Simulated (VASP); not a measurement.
# Si3C (P1) in VASP: single point with PBEsol

Aim: the single point of Si3C with PBEsol.

Program: VASP 6.6.1. These are calculated values, not measurements. Logs are shortened: lines on timing, memory, paths and dates and some standing lists are left out, and cuts for length are marked.

### Step 1. The cell of the first run

The typed cell holds 64 atoms: a = 9.777 Å, b = 9.777 Å, c = 9.777 Å, α = 90.00°, β = 90.00°, γ = 90.00°.

### Step 2. Single point, PBEsol

Contents of INCAR:

```
ALGO     = Normal         # electronic algorithm
EDIFF    = 1E-6           # SCF threshold, eV
ENCUT    = 520            # plane-wave cutoff, eV
GGA      = PS             # functional
ISIF     = 2              # what is computed and relaxed
ISMEAR   = -1             # smearing method
ISYM     = 0            
LASPH    = True           # aspherical terms in the spheres
LCHARG   = True           # write CHGCAR
LELF     = True           # ELF
LREAL    = Auto         
LVHAR    = True         
LWAVE    = False          # write WAVECAR
NBANDS   = 166            # bands
NELM     = 60             # most SCF steps
PREC     = Accurate       # precision mode
SIGMA    = 0.05           # smearing width, eV
```

Contents of KPOINTS:

```
Automatic mesh
0
Gamma
  1 1 1
  0.25 0.25 0.25
```

Contents of POSCAR:

```
Si3C
1.0
    9.7768167041      0.0000000000      0.0000000000
    0.0000000000      9.7768167041      0.0000000000
    0.0000000000      0.0000000000      9.7768167041
Si C
48 16
Direct
    0.9500830000      0.9888240000      0.0202310000
    0.0086920000      0.9414800000      0.5447810000
    0.0240750000      0.5485320000      0.5272530000
    0.5336630000      0.9895340000      0.9927810000
    0.5099970000      0.9923910000      0.5503550000
    0.5570290000      0.5228640000      0.0348740000
    0.1212640000      0.1282250000      0.1112070000
    0.1173430000      0.1165310000      0.6570450000
    0.6450110000      0.1387370000      0.1385990000
    0.5823260000      0.6282210000      0.5818470000
    0.2382480000      0.2861280000      0.9833210000
    0.2262260000      0.2621520000      0.5114290000
    0.2595310000      0.7336760000      0.0350270000
    0.6921780000      0.3175900000      0.9890670000
    0.7403110000      0.2099810000      0.5134040000
    0.7651700000      0.7722750000      0.5284190000
    0.3674150000      0.4096170000      0.1396760000
    0.3827360000      0.4052130000      0.5980800000
    0.4204840000      0.8524590000      0.1535730000
    0.2038360000      0.7816730000      0.5774800000
    0.8877160000      0.4019430000      0.0914140000
    0.8745710000      0.3822700000      0.6131220000
    0.7525540000      0.7534030000      0.0873500000
    0.8656100000      0.8470270000      0.7329260000
    0.2431770000      0.9765960000      0.2479810000
    0.2712040000      0.9592830000      0.7495890000
    0.2372210000      0.5102040000      0.7551440000
    0.7822110000      0.9614200000      0.2174140000
    0.7513100000      0.5221390000      0.2665220000
    0.7586430000      0.6083010000      0.8893600000
    0.3516650000      0.0981510000      0.4130580000
    0.3898520000      0.1384170000      0.8722500000
    0.4042510000      0.6319830000      0.8778030000
    0.8956540000      0.0854260000      0.3834330000
    0.8234490000      0.1335460000      0.8767050000
    0.9135020000      0.6850240000      0.3689730000
    0.0021890000      0.2718990000      0.2560910000
    0.9965020000      0.2757010000      0.7816680000
    0.9875630000      0.6348120000      0.1063360000
    0.4725010000      0.2383670000      0.2662890000
    0.5375110000      0.2603060000      0.7224370000
    0.4987140000      0.8106070000      0.7306300000
    0.1485690000      0.4256590000      0.3682150000
    0.1398690000      0.7745090000      0.3128020000
    0.1027830000      0.8469720000      0.8958040000
    0.6022000000      0.3855580000      0.3990760000
    0.6800910000      0.4614530000      0.7206680000
    0.6018900000      0.8564880000      0.3743080000
    0.0058250000      0.4748170000      0.9349680000
    0.4657520000      0.5274780000      0.4642670000
    0.1782170000      0.6353560000      0.1776100000
    0.1119900000      0.6427520000      0.6788780000
    0.6432190000      0.1032750000      0.6469780000
    0.6146340000      0.6402280000      0.1822130000
    0.2888370000      0.7257660000      0.4231710000
    0.7411370000      0.8026590000      0.8913820000
    0.2744950000      0.5355260000      0.2588480000
    0.7180450000      0.0194410000      0.7571950000
    0.3853410000      0.6229290000      0.3571110000
    0.9566520000      0.6038170000      0.8880900000
    0.0148410000      0.7021270000      0.7866120000
    0.5028300000      0.7116800000      0.2706730000
    0.1234180000      0.3990900000      0.8753560000
    0.6357790000      0.9078460000      0.8423440000
```

Potentials or basis: VASP PAW PBE potentials, release 64 (Si, C).

Launch:

```console
$ cat potpaw_PBE.64/Si/POTCAR potpaw_PBE.64/C/POTCAR > POTCAR
$ mpirun -np 1 vasp_std > vasp.out
```

OUTCAR:

```text
EDIFF = 1E-6
   ENCUT = 520
   GGA = PS
   ISIF = 2
   ISMEAR = -1
   ISYM = 0
   LASPH = True
   LREAL = Auto
   NELM = 60
   PREC = Accurate

 ion  position               nearest neighbor table
   1  0.950  0.989  0.020-   7 2.33  35 2.35  45 2.37  28 2.55  23 3.08
   2  0.009  0.941  0.545-   8 2.29  34 2.39  20 2.49  24 2.49  16 2.90  44 3.07
   3  0.024  0.549  0.527-  52 1.95  43 2.31  36 2.31  22 2.34  20 2.92  27 3.07
   4  0.534  0.990  0.993-  64 1.95   9 2.31  32 2.34  19 2.34  42 3.12
   5  0.510  0.992  0.550-  53 1.94  31 2.30  48 2.35  42 2.51  26 3.06  15 3.12  41 3.12
   6  0.557  0.523  0.035-  54 1.93  17 2.39  33 2.39  14 2.44  30 2.57  29 2.96  23 3.00
   7  0.121  0.128  0.111-  11 2.29  37 2.31  25 2.33   1 2.33
   8  0.117  0.117  0.657-  12 2.28   2 2.29  38 2.30  26 2.33
   9  0.645  0.139  0.139-   4 2.31  40 2.31  28 2.32  14 2.33  35 3.10
  10  0.582  0.628  0.582-  50 1.89  47 2.33  16 2.33  42 2.44  18 2.93  46 2.98  48 3.02
  11  0.238  0.286  0.983-  63 1.90   7 2.29  17 2.32  32 2.34  38 3.08  27 3.13
  12  0.226  0.262  0.511-  31 2.24  18 2.24  43 2.26   8 2.28
  13  0.260  0.734  0.035-  51 1.87  19 2.27  33 2.31  45 2.33  39 2.91  44 2.98
  14  0.692  0.318  0.989-  21 2.31   9 2.33   6 2.44  35 2.47  47 2.98  41 3.07  30 3.07
  15  0.740  0.210  0.513-  53 1.92  34 2.32  22 2.35  46 2.45  41 2.89   5 3.12
  16  0.765  0.772  0.528-  36 2.29  10 2.33  24 2.34  48 2.34   2 2.90
  17  0.367  0.410  0.140-  57 1.92  11 2.32  40 2.32   6 2.39  43 3.10
[... 32 lines left out ...]
  45  0.103  0.847  0.896-  61 1.97  13 2.33   1 2.37  26 2.44  24 2.81  39 3.13
  46  0.602  0.386  0.399-  50 2.03  40 2.32  29 2.36  15 2.45  18 2.90  10 2.98
  47  0.680  0.461  0.721-  22 2.31  30 2.32  10 2.33  41 2.41  14 2.98
  48  0.602  0.856  0.374-  62 1.99  16 2.34   5 2.35  28 2.55  19 2.79  10 3.02
  49  0.006  0.475  0.935-  60 1.43  63 1.49  21 2.04  39 2.30  38 2.46
  50  0.466  0.527  0.464-  59 1.61  10 1.89  18 1.95  46 2.03
  51  0.178  0.635  0.178-  57 1.57  13 1.87  44 1.93  39 1.99
  52  0.112  0.643  0.679-  61 1.53  20 1.91  27 1.93   3 1.95
  53  0.643  0.103  0.647-  58 1.54  15 1.92   5 1.94  41 1.99
  54  0.615  0.640  0.182-  62 1.56   6 1.93  29 1.95  23 1.98
  55  0.289  0.726  0.423-  59 1.52  20 1.81  44 1.87
  56  0.741  0.803  0.891-  64 1.53  30 1.91  23 1.98  24 2.02
  57  0.274  0.536  0.259-  51 1.57  59 1.68  17 1.92  43 1.95
  58  0.718  0.019  0.757-  53 1.54  64 1.59  35 1.92  24 2.23
  59  0.385  0.623  0.357-  55 1.52  50 1.61  62 1.67  57 1.68
  60  0.957  0.604  0.888-  49 1.43  61 1.49  30 1.94  39 2.18
  61  0.015  0.702  0.787-  60 1.49  52 1.53  45 1.97  24 2.10
  62  0.503  0.712  0.271-  54 1.56  59 1.67  19 1.96  48 1.99
  63  0.123  0.399  0.875-  49 1.49  11 1.90  27 1.95  38 1.96
  64  0.636  0.908  0.842-  56 1.53  58 1.59   4 1.95  42 1.97  24 2.56

IMPORTANT INFORMATION: All symmetrisations will be switched off!
NOSYMM: (Re-)initialisation of all symmetry stuff for point group C_1.

----------------------------------------------------------------------------------------

                                     Primitive cell

[... 209 lines left out ...]
   EFERMI_NEDOS =   21; number of points for ismear=-14 and -15
   IALGO  =     38    algorithm
   IMIX   =      4    mixing-type and parameters
     AMIX     =   0.40;   BMIX     =  1.00
     AMIX_MAG =   1.60;   BMIX_MAG =  1.00
  volume/ion in A,a.u.               =      14.60        98.54
  Fermi-wavevector in a.u.,A,eV,Ry     =   1.063222  2.009199 15.380588  1.130441
  Thomas-Fermi vector in A             =   2.198700
   LORBIT       =      0    0 simple, 1 ext, 2 COOP (PROOUT), +10 PAW based schemes
   GGA     = PS    functional components
   LHFCALC =     F    Hartree Fock is set to
   AEXX    =    0.0000 exact exchange contribution
   IVDW    =     0    specifies the selected vdW correction
   LEPSILON=     F    determine dielectric tensor
   LRPA    =     F    only Hartree local field effects (RPA)
 non-spin polarized calculation
  energy-cutoff  :      520.00
  volume of cell :      934.53
 maximum number of plane-waves:     25143
 NGX is ok and might be reduce to    80
   NGX = 37   NGY = 37   NGZ = 37

 number of electron     256.0000001 magnetization

 Free energy of the ion-electron system (eV)
  ---------------------------------------------------
  ext. energy  EPLUGINS =         0.00000000
  ---------------------------------------------------
  free energy    TOTEN  =      -406.18768423 eV

  energy without entropy =     -406.08909324  energy(sigma->0) =     -406.13838873

 E-fermi :   7.5572     XC(G=0): -10.5313

 val. band max:        7.5521653096   @ k =   0.2500   0.2500   0.2500
 cond. band min:       7.5786139543   @ k =  -0.2500   0.2500   0.2500
 fundamental gap:      0.0264486447
 Fermi energy:         7.5572263537

 k-point     1 :       0.2500    0.2500    0.2500
  band No.  band energies     occupation
      1      -9.4736      2.00000
      2      -9.0635      2.00000
      3      -8.5804      2.00000
      4      -7.5241      2.00000
      5      -7.3927      2.00000
      6      -6.8766      2.00000
[... 561 lines left out ...]
    139       8.8632      0.00000
    140       8.9498      0.00000
 [bands above 140 left out]

------------------------ aborting loop because EDIFF is reached ----------------------------------------

  FORCE on cell =-STRESS in cart. coord.  units (eV):
  Direction    XX          YY          ZZ          XY          YZ          ZX
  --------------------------------------------------------------------------------------
  -------------------------------------------------------------------------------------
  Total        1.0164648    -13.1557952     16.3993450      0.1185540     12.4224673      2.6972936
  in kB        1.7426514    -22.5546071     28.1154259      0.2032518     21.2973724      4.6243042
  external PRESSURE =       2.4344901 kB  Pullay stress =       0.0000000 kB

 VOLUME and BASIS-vectors are now :
 -----------------------------------------------------------------------------
  energy-cutoff  :      520.00
  volume of cell :      934.53
      direct lattice vectors                 reciprocal lattice vectors
     9.776816704  0.000000000  0.000000000     0.102282781  0.000000000  0.000000000
     0.000000000  9.776816704  0.000000000     0.000000000  0.102282781  0.000000000
     0.000000000  0.000000000  9.776816704     0.000000000  0.000000000  0.102282781

 POSITION                                       TOTAL-FORCE (eV/Angst)
 -----------------------------------------------------------------------------------
      9.28879      9.66755      0.19779        -0.093464     -0.064187     -0.080091
      0.08498      9.20468      5.32622         0.039275     -0.135826     -0.051319
      0.23538      5.36290      5.15486        -0.062686     -0.079310      0.206915
      5.21753      9.67449      9.70624         0.005937      0.058394     -0.132791
      4.98615      9.70242      5.38072         0.089278     -0.403051      0.153756
      5.44597      5.11195      0.34096        -0.069557     -0.029712     -0.089697
[... 56 lines left out ...]
      1.20664      3.90183      8.55820        -0.064938     -0.033713     -0.132835
      6.21589      8.87584      8.23544         0.134937      0.131248     -0.088710
 -----------------------------------------------------------------------------------
    total drift:                               -0.030168      0.016561      0.001579

  FREE ENERGIE OF THE ION-ELECTRON SYSTEM (eV)
  ---------------------------------------------------
  free  energy   TOTEN  =      -406.1876842332 eV

  energy  without entropy=     -406.0890932351  energy(sigma->0) =     -406.13838873
```

Run time: 28 min. Hardware: 1 thread of Oxide Virtual Turin-like, shared host; peak memory 1.1 GiB.

What came out:

```yaml
Free_energy: -406.1877 eV
Pressure: 0.2 GPa
Largest_force: 0.441 eV/Å
Band_gap_on_the_k_mesh: 0.03 eV, indirect (least direct gap 0.10 eV)
```

Forces in eV/Å, atoms in the order of the input:
```
Si  -0.093 -0.064 -0.080
Si   0.039 -0.136 -0.051
Si  -0.063 -0.079  0.207
Si   0.006  0.058 -0.133
Si   0.089 -0.403  0.154
Si  -0.070 -0.030 -0.090
Si   0.003 -0.086  0.055
Si  -0.057  0.263  0.140
Si  -0.016  0.029 -0.062
Si  -0.059  0.139  0.139
Si   0.071  0.154  0.000
Si  -0.043 -0.329 -0.088
Si  -0.072 -0.143 -0.250
Si  -0.117 -0.208 -0.266
Si   0.014  0.057  0.130
Si  -0.171 -0.080 -0.077
Si  -0.055  0.094 -0.198
Si   0.059  0.073 -0.138
Si   0.110  0.027 -0.084
Si   0.191  0.122  0.111
Si   0.299  0.158 -0.210
Si   0.207 -0.019 -0.007
Si   0.112  0.170  0.228
Si  -0.135  0.044  0.153
Si  -0.073  0.178  0.031
Si   0.122 -0.267 -0.024
Si  -0.169  0.130  0.181
Si  -0.043 -0.361 -0.083
Si   0.174  0.331  0.143
Si   0.037 -0.117 -0.053
Si   0.064  0.001  0.066
Si   0.010  0.017 -0.115
Si   0.058  0.020  0.065
Si   0.142  0.031  0.007
Si   0.100  0.095  0.115
Si  -0.120 -0.043 -0.141
Si   0.026 -0.059  0.055
Si   0.086 -0.130  0.028
Si  -0.011  0.069 -0.184
Si   0.130 -0.099 -0.013
Si   0.126 -0.140  0.130
Si  -0.175  0.237 -0.130
Si   0.013  0.210 -0.198
Si  -0.025 -0.147  0.118
Si   0.040  0.008  0.167
Si  -0.158 -0.025  0.090
Si   0.069 -0.078  0.039
Si   0.025  0.157  0.064
C    0.016 -0.112  0.173
C   -0.023  0.014 -0.083
C   -0.157 -0.127  0.049
C    0.027  0.025 -0.122
C   -0.133  0.137 -0.033
C   -0.011  0.076 -0.061
C   -0.168  0.032  0.297
C    0.041  0.123 -0.020
C    0.176 -0.087 -0.097
C   -0.172  0.013  0.109
C   -0.237 -0.155 -0.084
C   -0.250  0.162 -0.010
C    0.021  0.026  0.077
C    0.098 -0.052  0.086
C   -0.065 -0.034 -0.133
C    0.135  0.131 -0.089
```

Caveat: the k points lie up to 0.64 Å⁻¹ apart; the PAW data sets were made with another functional, which shifts forces and pressure a little.
